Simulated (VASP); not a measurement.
Runs of VASP 6.6.1 on Te. Symmetry: P3_121, No. 152, trigonal system. The conventional cell has a = 4.458 Å, b = 4.458 Å, c = 5.925 Å, α = 90.00°, β = 90.00°, γ = 120.00°. Within 3.7 Å of Te (site symmetry 2) lie 6 Te at 2.79 to 3.53 Å. 

```csv
task,level,cell,gap on the mesh (eV),pressure (GPa),largest force (eV/Å)
relaxation of the atoms,PBE,atoms relaxed,0.53,0.7,0.02
electric field gradients,r2SCAN,as given,0.69,(a),0.21
single point,PBE,as given,0.55,(b),0.01
electric field gradients,PBE,as given,(c),3.2,0.64
```

Alike in all rows: potentials or basis VASP PAW PBE potentials, release 64 (Te); no spin polarisation; k mesh 8 × 8 × 5; cutoff (eV) 520; smearing fermi-dirac 0.05 eV.

Question: Estimate the missing entries.

Answer: (a) 0.2; (b) 0.8; (c) 0.84.

Caveats: spin-orbit coupling is left out, which moves the levels of the heavy elements; the PAW data sets were made with another functional, which shifts forces and pressure a little (some runs).

A k mesh can miss the band edges, and the runs leave out spin-orbit coupling on Te.
